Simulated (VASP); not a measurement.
# TaF3 in VASP: a series of runs, part 2 of 2

VASP 6.6.1. The steps go on from the part before.

### Step 5. Single point, PBE (strain -0.030 along x and y, -0.030 along z)

File INCAR:

```
SYSTEM = TaF3
  ALGO = Normal
  EDIFF = 1E-6
  ENCUT = 520
  GGA = PE
  ISIF = 2
  ISMEAR = 0
  LASPH = .TRUE.
  LCHARG = .FALSE.
  LREAL = .FALSE.
  LWAVE = .FALSE.
  NBANDS = 24
  NELM = 100
  PREC = Accurate
  SIGMA = 0.15
```

File KPOINTS:

```
k-points
0
G
  12 12 12
  0 0 0
```

File POSCAR:

```
TaF3
1.0
    3.7841640000      0.0000000000      0.0000000000
    0.0000000000      3.7841640000      0.0000000000
    0.0000000000      0.0000000000      3.7841640000
Ta F
1 3
Direct
    0.0000000000      0.0000000000      0.0000000000
    0.5000000000      0.0000000000      0.0000000000
    0.0000000000      0.5000000000      0.0000000000
    0.0000000000      0.0000000000      0.5000000000
```

Run with:

```sh
> cat potpaw_PBE.64/Ta_pv/POTCAR potpaw_PBE.64/F/POTCAR > POTCAR
> mpirun -np 1 vasp_std > vasp.out
```

Run time: 88 s. Hardware: 1 thread of Intel Xeon 8259CL, shared host; peak memory 0.22 GiB.

Results (log left out):

* Free energy: -24.8278 eV
* Pressure: 49.4 GPa
* Band gap on the k mesh: zero (bands 16 and 17 overlap by 3.57 eV)

Levels at points of the mesh, in eV from the Fermi level:
```tsv
k point	band 12	band 13	band 14	band 15	band 16	band 17	band 18	band 19	band 20	band 21
(0.00, 0.00, 0.00)	-9.92	-9.72	-9.72	-9.72	-1.46	-1.46	-1.46	-0.78	3.18	3.18
(0.50, 0.00, 0.00)	-10.40	-10.08	-9.76	-9.76	-1.35	0.45	0.45	2.10	2.49	3.34
(0.50, 0.50, 0.00)	-10.34	-10.34	-10.05	-9.15	0.58	0.58	1.69	4.05	4.70	5.11
(0.50, 0.50, 0.50)	-12.32	-9.14	-9.14	-9.14	2.11	2.11	2.11	3.11	8.03	8.03
```

Caveat: the cell differs from its parent crystal (strain -0.030 along x and y, -0.030 along z); the cell stands under pressure; spin-orbit coupling is left out, which moves the levels of the heavy elements.

### Step 6. Single point, PBE (strain -0.015 along x and y, -0.015 along z)

File INCAR:

```
SYSTEM = TaF3
PREC = Accurate
ENCUT = 520
EDIFF = 1E-6
ISMEAR = 0
SIGMA = 0.15
LREAL = .False.
LASPH = .True.
NELM = 80
ALGO = Normal
ISIF = 2
LWAVE = .False.
LCHARG = .True.
GGA = PE
LELF = .True.
LVHAR = .True.
NBANDS = 24
```

File KPOINTS:

```
regular mesh
0
Gamma
  12 12 12
  0 0 0
```

File POSCAR:

```
TaF3
1.0
    3.8426820000      0.0000000000      0.0000000000
    0.0000000000      3.8426820000      0.0000000000
    0.0000000000      0.0000000000      3.8426820000
Ta F
1 3
Direct
    0.0000000000      0.0000000000      0.0000000000
    0.5000000000      0.0000000000      0.0000000000
    0.0000000000      0.5000000000      0.0000000000
    0.0000000000      0.0000000000      0.5000000000
```

Potentials or basis: VASP PAW PBE potentials, release 64 (Ta_pv, F).

Run with:

```sh
> cat potpaw_PBE.64/Ta_pv/POTCAR potpaw_PBE.64/F/POTCAR > POTCAR
> mpirun -np 1 vasp_std > vasp.out
```

OUTCAR:

```text
SYSTEM = TaF3
   PREC = Accurate
   ENCUT = 520
   EDIFF = 1E-6
   ISMEAR = 0
   LREAL = .False.
   LASPH = .True.
   NELM = 80
   ISIF = 2
   GGA = PE

 ion  position               nearest neighbor table
   1  0.000  0.000  0.000-   2 1.92   3 1.92   4 1.92   4 1.92   3 1.92   2 1.92
   2  0.500  0.000  0.000-   1 1.92   1 1.92
   3  0.000  0.500  0.000-   1 1.92   1 1.92
   4  0.000  0.000  0.500-   1 1.92   1 1.92

  LATTYP: Found a simple cubic cell.
 ALAT       =     3.8426820000

  Lattice vectors:

 A1 = (   3.8426820000,   0.0000000000,   0.0000000000)
 A2 = (   0.0000000000,   3.8426820000,   0.0000000000)
 A3 = (   0.0000000000,   0.0000000000,   3.8426820000)

Analysis of symmetry for initial positions (statically):
=====================================================================
 Subroutine PRICEL returns:
 Original cell was already a primitive cell.

 Routine SETGRP: Setting up the symmetry group for a
 simple cubic supercell.

 Subroutine GETGRP returns: Found 48 space group operations
 (whereof 48 operations were pure point group operations)
 out of a pool of 48 trial point group operations.

The static configuration has the point symmetry O_h .

Analysis of symmetry for dynamics (positions and initial velocities):
=====================================================================
 Subroutine PRICEL returns:
 Original cell was already a primitive cell.

 Routine SETGRP: Setting up the symmetry group for a
 simple cubic supercell.

 Subroutine GETGRP returns: Found 48 space group operations
 (whereof 48 operations were pure point group operations)
 out of a pool of 48 trial point group operations.

The dynamic configuration has the point symmetry O_h .

 Subroutine INISYM returns: Found 48 space group operations
 (whereof 48 operations are pure point group operations),
 and found     1 'primitive' translations

----------------------------------------------------------------------------------------

                                     Primitive cell

  volume of cell :      56.7418

  direct lattice vectors                    reciprocal lattice vectors
     3.842682000  0.000000000  0.000000000     0.260234909  0.000000000  0.000000000
     0.000000000  3.842682000  0.000000000     0.000000000  0.260234909  0.000000000
     0.000000000  0.000000000  3.842682000     0.000000000  0.000000000  0.260234909

  length of vectors
     3.842682000  3.842682000  3.842682000     0.260234909  0.260234909  0.260234909

  position of ions in fractional coordinates (direct lattice)
     0.000000000  0.000000000  0.000000000
     0.500000000  0.000000000  0.000000000
     0.000000000  0.500000000  0.000000000
     0.000000000  0.000000000  0.500000000

  ion indices of the primitive-cell ions
   primitive index   ion index
                 1           1
                 2           2
                 3           3
                 4           4

----------------------------------------------------------------------------------------

 KPOINTS: regular mesh

Automatic generation of k-mesh.
 Grid dimensions read from file:
 generate k-points for:   12   12   12

 Generating k-lattice:

  Cartesian coordinates                     Fractional coordinates (reciprocal lattice)
     0.021686242  0.000000000  0.000000000     0.083333333  0.000000000  0.000000000
     0.000000000  0.021686242  0.000000000     0.000000000  0.083333333  0.000000000
     0.000000000  0.000000000  0.021686242     0.000000000  0.000000000  0.083333333

  Length of vectors
     0.021686242  0.021686242  0.021686242

  Shift w.r.t. Gamma in fractional coordinates (k-lattice)
     0.000000000  0.000000000  0.000000000

 Subroutine IBZKPT returns following result:
 ===========================================

 Found     84 irreducible k-points:

 Following reciprocal coordinates:
            Coordinates               Weight
  0.000000  0.000000  0.000000      1.000000
  0.083333  0.000000  0.000000      6.000000
  0.166667  0.000000  0.000000      6.000000
  0.250000  0.000000  0.000000      6.000000
  0.333333  0.000000  0.000000      6.000000
  0.416667  0.000000  0.000000      6.000000
[... 16 lines left out ...]
  0.333333  0.333333  0.000000     12.000000
  0.416667  0.333333  0.000000     24.000000
 [... further k-points ...]
   k-points           NKPTS =     84   k-points in BZ     NKDIM =     84   number of bands    NBANDS=     24
   number of dos      NEDOS =    301   number of ions     NIONS =      4
   total plane-waves  NPLWV =  27000
   dimension x,y,z NGX =    30 NGY =   30 NGZ =   30
   dimension x,y,z NGXF=    60 NGYF=   60 NGZF=   60
   ions per type =               1   3
   NGX,Y,Z   is equivalent  to a cutoff of  12.98, 12.98, 12.98 a.u.
   NGXF,Y,Z  is equivalent  to a cutoff of  25.96, 25.96, 25.96 a.u.
 SYSTEM =  TaF3
   PREC   = accura    normal or accurate (medium, high low for compatibility)
   ISTART =      0    job   : 0-new  1-cont  2-samecut
   ICHARG =      2    charge: 1-file 2-atom 10-const
   ISPIN  =      1    spin polarized calculation?
   LNONCOLLINEAR =      F non collinear calculations
   LSORBIT =      F    spin-orbit coupling
   LASPH  =      T    aspherical Exc in radial PAW
   ENCUT  =  520.0 eV  38.22 Ry    6.18 a.u.   7.14  7.14  7.14*2*pi/ulx,y,z
   NELM   =     80;   NELMIN=  2; NELMDL= -5     # of ELM steps
   EDIFF  = 0.1E-05   stopping-criterion for ELM
   LREAL  =      F    real-space projection
   EDIFFG = 0.1E-04   stopping-criterion for IOM
   NSW    =      0    number of steps for IOM
   IBRION =     -1    ionic relax: 0-MD 1-quasi-New 2-CG
   NFREE  =      0    steps in history (QN), initial steepest desc. (CG)
   ISIF   =      2    stress and relaxation
   ISYM   =      2    0-nonsym 1-usesym 2-fastsym
   POTIM  = 0.5000    time-step for ionic-motion
   TEBEG  =    0.0;   TEEND  =   0.0 temperature during run
   PSTRESS=    0.0 pullay stress
   NELECT =      32.0000    total number of electrons
   NUPDOWN=      -1.0000    fix difference up-down
   EMIN   =  10.00;   EMAX   =-10.00  energy-range for DOS
   EFERMI =   0.00;   METHOD = LEGACY
   ISMEAR =     0;   SIGMA  =   0.15  broadening in eV -4-tet -1-fermi 0-gaus
   EFERMI_NEDOS =   21; number of points for ismear=-14 and -15
   IALGO  =     38    algorithm
   IMIX   =      4    mixing-type and parameters
     AMIX     =   0.40;   BMIX     =  1.00
     AMIX_MAG =   1.60;   BMIX_MAG =  1.00
  volume/ion in A,a.u.               =      14.19        95.73
  Fermi-wavevector in a.u.,A,eV,Ry     =   1.352562  2.555971 24.890808  1.829423
  Thomas-Fermi vector in A             =   2.479890
   LORBIT       =      0    0 simple, 1 ext, 2 COOP (PROOUT), +10 PAW based schemes
   GGA     = PE    functional components
   LHFCALC =     F    Hartree Fock is set to
   AEXX    =    0.0000 exact exchange contribution
   IVDW    =     0    specifies the selected vdW correction
   LEPSILON=     F    determine dielectric tensor
   LRPA    =     F    only Hartree local field effects (RPA)
 non-spin polarized calculation
 Gauss-broadening in eV      SIGMA  =   0.15
  energy-cutoff  :      520.00
  volume of cell :       56.74
 maximum number of plane-waves:      1568
 NGX is ok and might be reduce to    30
   NGX = 15   NGY = 15   NGZ = 15

 number of electron      32.0000042 magnetization

 Free energy of the ion-electron system (eV)
  ---------------------------------------------------
  ext. energy  EPLUGINS =         0.00000000
  ---------------------------------------------------
  free energy    TOTEN  =       -25.51602583 eV

  energy without entropy =      -25.48682326  energy(sigma->0) =      -25.50142455

 E-fermi :   5.4557     XC(G=0):  -9.2697

 val. band max:        5.4400565807   @ k =   0.5000   0.2500   0.1667
 cond. band min:       5.4664580826   @ k =   0.3333   0.2500   0.0000
 fundamental gap:      0.0264015018
 Fermi energy:         5.4557488299

 k-point     1 :       0.0000    0.0000    0.0000
  band No.  band energies     occupation
      1     -31.6827      2.00000
      2     -31.6827      2.00000
      3     -31.6827      2.00000
      4     -24.0535      2.00000
      5     -23.7203      2.00000
      6     -23.7203      2.00000
[... 637 lines left out ...]
     23      12.7820      0.00000
     24      14.3563      0.00000

 [... further k-points ...]

------------------------ aborting loop because EDIFF is reached ----------------------------------------

  FORCE on cell =-STRESS in cart. coord.  units (eV):
  Direction    XX          YY          ZZ          XY          YZ          ZX
  --------------------------------------------------------------------------------------
  -------------------------------------------------------------------------------------
  Total       12.9624523     12.9624523     12.9624523      0.0000000      0.0000000     -0.0000000
  in kB      366.0112344    366.0112344    366.0112344      0.0000000      0.0000000     -0.0000000
  external PRESSURE =     366.0112344 kB  Pullay stress =       0.0000000 kB

 VOLUME and BASIS-vectors are now :
 -----------------------------------------------------------------------------
  energy-cutoff  :      520.00
  volume of cell :       56.74
      direct lattice vectors                 reciprocal lattice vectors
     3.842682000  0.000000000  0.000000000     0.260234909  0.000000000  0.000000000
     0.000000000  3.842682000  0.000000000     0.000000000  0.260234909  0.000000000
     0.000000000  0.000000000  3.842682000     0.000000000  0.000000000  0.260234909

 POSITION                                       TOTAL-FORCE (eV/Angst)
 -----------------------------------------------------------------------------------
      0.00000      0.00000      0.00000         0.000000      0.000000      0.000000
      1.92134      0.00000      0.00000         0.000000      0.000000      0.000000
      0.00000      1.92134      0.00000         0.000000      0.000000      0.000000
      0.00000      0.00000      1.92134         0.000000      0.000000      0.000000
 -----------------------------------------------------------------------------------
    total drift:                                0.000000      0.000000      0.000000

  FREE ENERGIE OF THE ION-ELECTRON SYSTEM (eV)
  ---------------------------------------------------
  free  energy   TOTEN  =       -25.5160258312 eV

  energy  without entropy=      -25.4868232618  energy(sigma->0) =      -25.50142455
```

OSZICAR:

```text
N       E                     dE             d eps       ncg     rms          rms(c)
DAV:   1     0.273517440268E+03    0.27352E+03   -0.18315E+04  4040   0.132E+03
DAV:   2    -0.140554994900E+02   -0.28757E+03   -0.27701E+03  5112   0.376E+02
DAV:   3    -0.275053557463E+02   -0.13450E+02   -0.13371E+02  4992   0.818E+01
DAV:   4    -0.276142443341E+02   -0.10889E+00   -0.10885E+00  4480   0.825E+00
DAV:   5    -0.276154023741E+02   -0.11580E-02   -0.11580E-02  4984   0.816E-01    0.342E+01
DAV:   6    -0.255219176929E+02    0.20935E+01   -0.70360E+00  4344   0.250E+01    0.176E+01
DAV:   7    -0.255146035872E+02    0.73141E-02   -0.19274E-01  4432   0.394E+00    0.950E+00
DAV:   8    -0.255148331602E+02   -0.22957E-03   -0.17692E-02  4656   0.132E+00    0.135E+00
DAV:   9    -0.255147370648E+02    0.96095E-04   -0.11715E-03  4808   0.315E-01    0.101E-01
DAV:  10    -0.255159763467E+02   -0.12393E-02   -0.13271E-03  4088   0.208E-01    0.842E-02
DAV:  11    -0.255160065820E+02   -0.30235E-04   -0.58335E-05  4720   0.459E-02    0.530E-02
DAV:  12    -0.255160236305E+02   -0.17048E-04   -0.24603E-05  4104   0.298E-02    0.165E-02
DAV:  13    -0.255160258373E+02   -0.22068E-05   -0.26942E-06  3872   0.762E-03    0.236E-03
DAV:  14    -0.255160258312E+02    0.61314E-08   -0.10813E-07  3312   0.178E-03
   1 F= -.25516026E+02 E0= -.25501425E+02  d E =-.292026E-01
```

Run time: 2 min. Hardware: 1 thread of Intel Xeon 8259CL, shared host; peak memory 0.24 GiB.

What came out:

| Item | Value |
| --- | --- |
| Free energy | -25.5160 eV |
| Pressure | 36.6 GPa |
| Band gap on the k mesh | zero (bands 16 and 17 overlap by 3.28 eV) |

Caveat: the cell differs from its parent crystal (strain -0.015 along x and y, -0.015 along z); the cell stands under pressure; spin-orbit coupling is left out, which moves the levels of the heavy elements.

### Step 7. Summary

| cell | gap on the mesh (eV) | pressure (GPa) |
| --- | --- | --- |
| a = 3.843, b = 3.843, c = 3.960 Å, 4 atoms | none | 29.7 |
| a = 3.843, b = 3.843, c = 4.018 Å, 4 atoms | none | 26.9 |
| a = 4.018 Å, 4 atoms | none | 10.0 |
| a = 3.784 Å, 4 atoms | none | 49.4 |
| a = 3.843 Å, 4 atoms | none | 36.6 |

Alike in all rows: task single point; level PBE; potentials or basis VASP PAW PBE potentials, release 64 (Ta_pv, F); no spin polarisation; k mesh 12 × 12 × 12; cutoff (eV) 520; smearing gaussian 0.15 eV.

Caveats: the cell stands under pressure; spin-orbit coupling is left out, which moves the levels of the heavy elements.

Total energies depend on the potentials used, so only differences within one code and one set of settings carry meaning.
